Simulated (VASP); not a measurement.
A run of VASP 6.6.1:

INCAR

```
PREC     = Accurate       # precision mode
ENCUT    = 600            # plane-wave cutoff, eV
EDIFF    = 1E-8           # SCF threshold, eV
ISMEAR   = 0              # smearing method
SIGMA    = 0.01           # smearing width, eV
LREAL    = False          # projectors in reciprocal space
LASPH    = True           # aspherical terms in the spheres
NELM     = 60             # most SCF steps
ALGO     = Normal         # electronic algorithm
ISIF     = 3              # what is computed and relaxed
LWAVE    = False          # write WAVECAR
LCHARG   = True           # write CHGCAR
GGA      = PS             # functional
IBRION   = 6              # ionic algorithm
NFREE    = 2            
POTIM    = 0.015          # step
NSW      = 1              # ionic steps
```

File KPOINTS:

```
regular mesh
0
Gamma
  14 14 14
```

Contents of POSCAR:

```
PbSe
1.0
    0.0000000000      3.0514615371      3.0514615371
    3.0514615371      0.0000000000      3.0514615371
    3.0514615371      3.0514615371      0.0000000000
Pb Se
1 1
Direct
    0.0000000000      0.0000000000      0.0000000000
    0.5000000000      0.5000000000      0.5000000000
```

Potentials or basis: VASP PAW PBE potentials, release 64 (Pb_d, Se).

Launch:

```sh
$ cat potpaw_PBE.64/Pb_d/POTCAR potpaw_PBE.64/Se/POTCAR > POTCAR
$ mpirun -np 1 vasp_std > vasp.out
```

Hardware: 1 thread of Oxide Virtual Turin-like Processor, with other jobs on the host.

Task: How long does it take, and how much memory?

Result: Wall time 110 min on 1 thread of Oxide Virtual Turin-like Processor, on a shared host, peak memory 1.2 GiB. Counts: scf iterations 172, k points 104.
